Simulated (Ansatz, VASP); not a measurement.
## CsBr: VASP beside Ansatz

```
Cs Br
1.0
     4.31960    0.00000    0.00000
     0.00000    4.31960    0.00000
     0.00000    0.00000    4.31960
Cs Br
1 1
Cartesian
  0.0000 0.0000 0.0000
  2.1598 2.1598 2.1598
```

Alike in both runs: task single point; functional PBEsol; k mesh 4 × 4 × 4; no spin polarisation.

```csv
,VASP,Ansatz
version,VASP 6.6.1,Ansatz 0.2.0
potentials or method,"VASP PAW PBE potentials, release 64 (Cs_sv, Br)",plane waves
plane-wave cutoff (eV),500,420
occupations,"gaussian, width 0.01 eV",fixed
valence electrons in the cell,16,16
```

```tsv
	VASP	Ansatz	Ansatz less VASP
gap on the k mesh at the Fermi level (eV)	4.24	4.25	+0.012
pressure (GPa)	-0.7	-0.7	-0.05
```

VASP's potentials were made for PBE, not for PBEsol.

Neither program's run includes spin-orbit coupling.
